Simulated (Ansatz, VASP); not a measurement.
**Two plane-wave programs on Fe**

```
CELL_PARAMETERS angstrom
-1.52674 1.52674 1.31482
1.52674 -1.52674 1.31482
1.52674 1.52674 -1.31482
ATOMIC_POSITIONS crystal
Fe 0.00000 0.00000 0.00000
```

Alike in both runs: task single point; functional PBE; k mesh 12 × 12 × 12; occupations gaussian, width 0.15 eV; collinear spin.

```csv
,VASP,Ansatz
version,VASP 6.6.1,Ansatz 0.2.0
potentials or method,"VASP PAW PBE potentials, release 64 (Fe), cutoff 520 eV","scalar-relativistic, plane waves, PAW"
valence electrons in the cell,8,16
```

|  | VASP | Ansatz | Ansatz less VASP |
| --- | --- | --- | --- |
| gap on the k mesh at the Fermi level (eV) | none | none | - |
| pressure (GPa) | -6.7 | -6.9 | -0.19 |
| traceless stress, the component that is largest in VASP (GPa) | 9.84 | 10.06 | +0.212 |
| net moment per atom (μB) | 2.49 | 2.47 | -0.017 |
| size of the moment on the site where the two differ most (μB) | 2.50 | 2.52 | +0.026 |

Site moments also hang on the region over which each program counts them. A gap of «none» marks a metal or a gap that the smearing closes. The functional is the same, so the differences come from potentials, cutoffs and numerics. VASP's potentials hold 8 valence electrons a cell and Ansatz's 16, so a difference there can come from the potentials and not from the codes.
